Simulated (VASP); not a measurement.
The system is CaO.

```xyz
2
Lattice="0.0000 2.6213 2.6213 2.6213 0.0000 2.6213 2.6213 2.6213 0.0000" Properties=species:S:1:pos:R:3 pbc="T T T"
Ca    0.0000    0.0000    0.0000
O     1.3107    1.3107    1.3107
```

| Quantity | Value |
| --- | --- |
| Program | VASP 6.6.1 |
| Task | relaxation of cell and atoms |
| Functional | LDA |
| Potentials or basis | VASP PAW LDA potentials, release 64 (Ca_sv, O) |
| Cutoff | 600 eV |
| k mesh | 8 × 8 × 8 |
| Occupations | fermi-dirac, width 0.02 eV |
| Spin | no spin polarisation |

At the start: pressure -5.2 GPa; volume 18.01 Å³/atom.

Q: How do energy, volume and symmetry change on relaxing?

A: Over 3 steps the energy falls by 20.0 meV/atom and the volume is 16.85 Å³/atom (-6.5 %); space group F-43m (No. 216, to 0.05 Å).

The path:
```
step  energy change (eV)  largest force (eV/Å)  pressure (GPa)  volume (Å³)
   1              0.0000                0.0000           -5.21        36.02
   2             -0.0364                0.0000            1.82        33.05
   3             -0.0400                0.0000            0.01        33.70
```

Final structure:
```yaml
crystal:
  lattice:
    - [0.00000, 2.56368, 2.56368]
    - [2.56368, 0.00000, 2.56368]
    - [2.56368, 2.56368, 0.00000]
  atoms:
    - { symbol: Ca, position: [0.00000, 0.00000, 0.00000] }
    - { symbol: O, position: [0.25000, 0.25000, 0.25000] }
```
